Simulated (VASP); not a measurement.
A run of VASP 6.6.1:

File INCAR:

```
PREC = Accurate ; ENCUT = 520
EDIFF = 1E-6 ; ISMEAR = 0
SIGMA = 0.05 ; LREAL = False
LASPH = True ; NELM = 80
ALGO = Normal ; ISIF = 2
LWAVE = False ; LCHARG = True
GGA = PE ; LELF = True
LVHAR = True ; NBANDS = 15
```

Contents of KPOINTS:

```
Automatic mesh
0
Gamma
  6 6 6
```

Contents of POSCAR:

```
TaSb
1.0
    0.0000000000      3.1430007119      3.1430007119
    3.1430007119      0.0000000000      3.1430007119
    3.1430007119      3.1430007119      0.0000000000
Ta Sb
1 1
Direct
    0.0000000000      0.0000000000      0.0000000000
    0.2500000000      0.2500000000      0.2500000000
```

Potentials or basis: VASP PAW PBE potentials, release 64 (Ta_pv, Sb).

The run is started by

```sh
$ cat potpaw_PBE.64/Ta_pv/POTCAR potpaw_PBE.64/Sb/POTCAR > POTCAR
$ mpirun -np 1 vasp_std > vasp.out
```

Hardware: 1 thread of Intel(R) Xeon(R) Platinum 8375C CPU @ 2.90GHz (Ice Lake) (shared host).

Task: How long does it take, and how much memory?

Result: Wall time 22 s on 1 thread of Intel(R) Xeon(R) Platinum 8375C CPU @ 2.90GHz (Ice Lake) (shared host), peak memory 0.21 GiB. Counts: scf iterations 12, k points 16.
